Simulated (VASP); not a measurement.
**Cd: single point with LDA**

Cd:

```
CELL_PARAMETERS angstrom
2.88186 0.00000 0.00000
-1.44093 2.49577 0.00000
0.00000 0.00000 5.63837
ATOMIC_POSITIONS crystal
Cd 0.33333 0.66667 0.25000
Cd 0.66667 0.33333 0.75000
```

```json
{"Program": "VASP 6.6.1", "Task": "single point", "Functional": "LDA", "Potentials or basis": "VASP PAW LDA potentials, release 64 (Cd)", "Cutoff": "520 eV", "k mesh": "13 × 13 × 6", "Occupations": "methfessel-paxton, width 0.01 eV", "Spin": "no spin polarisation"}
```

```yaml
Pressure: 0.8 GPa
Band_gap_on_the_k_mesh: zero (bands 12 and 13 overlap by 4.69 eV)
```

Stress tensor (GPa, compression positive):
```
 2.00  0.00  0.00
 0.00  2.00  0.00
 0.00  0.00 -1.71
```

Levels at points of the mesh, in eV from the Fermi level:
```tsv
k point	band 10	band 11	band 12	band 13	band 14	band 15
(0.00, 0.00, 0.00)	-8.37	-8.37	-3.35	-3.31	10.02	14.79
(0.00, 0.00, 0.50)	-8.48	-7.67	-7.67	3.39	3.39	15.58
```

It took 74 s on 1 thread of Intel Xeon 8259CL, on a shared host, peak memory 0.18 GiB.
